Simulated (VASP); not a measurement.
Here is a VASP 6.6.1 calculation.

Contents of INCAR:

```
ALGO     = Normal         # electronic algorithm
DIPOL    = 0.5 0.5 0.500
EDIFF    = 1E-6           # SCF threshold, eV
ENCUT    = 520            # plane-wave cutoff, eV
GGA      = PS             # functional
IDIPOL   = 3            
ISIF     = 2              # what is computed and relaxed
ISMEAR   = -1             # smearing method
LASPH    = T              # aspherical terms in the spheres
LCHARG   = F              # write CHGCAR
LDIPOL   = T            
LREAL    = F              # projectors in reciprocal space
LWAVE    = F              # write WAVECAR
NBANDS   = 51             # bands
NELM     = 80             # most SCF steps
PREC     = Accurate       # precision mode
SIGMA    = 0.02           # smearing width, eV
```

The input KPOINTS:

```
k-points
0
Gamma
  7 7 1
```

POSCAR

```
Ge
1.0
    4.0132604624      0.0000000000      0.0000000000
   -2.0066302312      3.4755855125      0.0000000000
    0.0000000000      0.0000000000     20.4353000000
Ge
6
Direct
    0.0000000000      0.0000000000      0.3180760352
    0.3333333333      0.6666666667      0.3563898106
    0.3333333333      0.6666666667      0.4802624012
    0.6666666667      0.3333333333      0.5197375438
    0.6666666667      0.3333333333      0.6436101627
    0.0000000000      0.0000000000      0.6819239648
```

Potentials or basis: VASP PAW PBE potentials, release 64 (Ge_d).

Run with:

```sh
$ cat potpaw_PBE.64/Ge_d/POTCAR > POTCAR
$ mpirun -np 1 vasp_std > vasp.out
```

(1) Estimate the band gap on the k mesh.

(2) Estimate the largest force.

Results:

(1) zero (bands 42 and 43 overlap by 0.09 eV).

(2) 0.012 eV/Å.

Caveat: the PAW data sets were made with another functional, which shifts forces and pressure a little.
